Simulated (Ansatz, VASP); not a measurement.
One calculation of BaTe, two programs

Contents of POSCAR:

```
BaTe
1.0
    0.0000000000      3.4602770877      3.4602770877
    3.4602770877      0.0000000000      3.4602770877
    3.4602770877      3.4602770877      0.0000000000
Ba Te
1 1
Direct
    0.0000000000      0.0000000000      0.0000000000
    0.5000000000      0.5000000000      0.5000000000
```

Contents of INCAR.step1:

```
SYSTEM = BaTe
ALGO     = Normal         ! electronic algorithm
EDIFF    = 1E-4           ! SCF threshold, eV
ENCUT    = 520            ! plane-wave cutoff, eV
GGA      = PE             ! functional
ISMEAR   = 0              ! smearing method
LASPH    = .True.         ! aspherical terms in the spheres
LCHARG   = .False.        ! write CHGCAR
LREAL    = .False.        ! projectors in reciprocal space
LWAVE    = .True.         ! write WAVECAR
NBANDS   = 15             ! bands
NELM     = 100            ! most SCF steps
PREC     = Accurate       ! precision mode
SIGMA    = 0.01           ! smearing width, eV
```

File INCAR.step2:

```
SYSTEM = BaTe
ALGO     = Normal         ! electronic algorithm
EDIFF    = 1E-6           ! SCF threshold, eV
ENCUT    = 520            ! plane-wave cutoff, eV
ISIF     = 2              ! what is computed and relaxed
ISMEAR   = 0              ! smearing method
ISTART   = 1            
LASPH    = .True.         ! aspherical terms in the spheres
LCHARG   = .True.         ! write CHGCAR
LELF     = .True.         ! ELF
LMIXTAU  = .True.       
LREAL    = .False.        ! projectors in reciprocal space
LVHAR    = .True.       
LWAVE    = .False.        ! write WAVECAR
METAGGA  = R2SCAN         ! meta-GGA
NBANDS   = 15             ! bands
NELM     = 100            ! most SCF steps
PREC     = Accurate       ! precision mode
SIGMA    = 0.01           ! smearing width, eV
```

The input KPOINTS:

```
k-points
0
Gamma
  6 6 6
  0 0 0
```

Input for Ansatz:

```yaml
crystal:
  lattice:
    - [0.0, 3.4602770877, 3.4602770877]
    - [3.4602770877, 0.0, 3.4602770877]
    - [3.4602770877, 3.4602770877, 0.0]
  atoms:
    - { symbol: Ba, position: [0.0, 0.0, 0.0] }
    - { symbol: Te, position: [0.5, 0.5, 0.5] }
kpoints:
  mp_grid: { grid: [6, 6, 6] }
hamiltonian:
  xc: r2scan
scf:
  occupations: { method: fixed }
  n_extra_bands: 4
output:
  forces: true
  stress: true
  eigenvalues: true
```

Alike in both runs: task single point; functional r2SCAN; k mesh 6 × 6 × 6; no spin polarisation.

|  | VASP | Ansatz |
| --- | --- | --- |
| version | VASP 6.6.1 | Ansatz 0.2.0 |
| potentials or method | VASP PAW PBE potentials, release 64 (Ba_sv, Te) | plane waves, PAW |
| plane-wave cutoff (eV) | 520 | 500 |
| occupations | gaussian, width 0.01 eV | fixed |
| valence electrons in the cell | 16 | 26 |

Ansatz gave:

```
gap on the k mesh at the Fermi level (eV) : 1.88
pressure (GPa)                            : 2.1
```

**Question.** Which values does VASP return?

**Answer.** gap on the k mesh at the Fermi level (eV): 1.80; pressure (GPa): 2.5.

VASP's potentials were made for PBE, not for r2SCAN. VASP's potentials hold 16 valence electrons a cell and Ansatz's 26, so a difference there can come from the potentials and not from the codes.

Neither program's run includes spin-orbit coupling.
